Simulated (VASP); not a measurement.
SnSe, 4 atoms in the cell. It takes space group P6_3mc (No. 186, hexagonal). Conventional cell: a = 5.071 Å, b = 5.071 Å, c = 6.165 Å, α = 90.00°, β = 90.00°, γ = 120.00°. Within 3.7 Å of Sn (site symmetry 3m) lie 5 Se at 2.84 to 3.33 Å. Se (site symmetry 3m) has 5 Sn at 2.84 to 3.33 Å within 3.7 Å. 

- Program: VASP 6.6.1
- Task: single point
- Functional: PBE
- Potentials or basis: VASP PAW PBE potentials, release 64 (Sn_d, Se)
- Cutoff: 520 eV
- k mesh: 5 × 5 × 4
- Occupations: fermi-dirac, width 0.01 eV
- Spin: no spin polarisation
- Dipole correction: no
- Further INCAR settings: ALGO = Normal; EDIFF = 1e-06; NBANDS = 28

Potentials or basis: VASP PAW PBE potentials, release 64 (Sn_d, Se).

Run with:

```bash
$ cat potpaw_PBE.64/Sn_d/POTCAR potpaw_PBE.64/Se/POTCAR > POTCAR
$ mpirun -np 1 vasp_std > vasp.out
```

Hardware: 1 thread of Intel Xeon 8259CL, with other jobs on the host.

Q: How long does it take, and how much memory?

A: Run time: 100 s on 1 thread of Intel Xeon 8259CL (shared host), peak memory 0.28 GiB. Counts: scf iterations 14, k points 15.
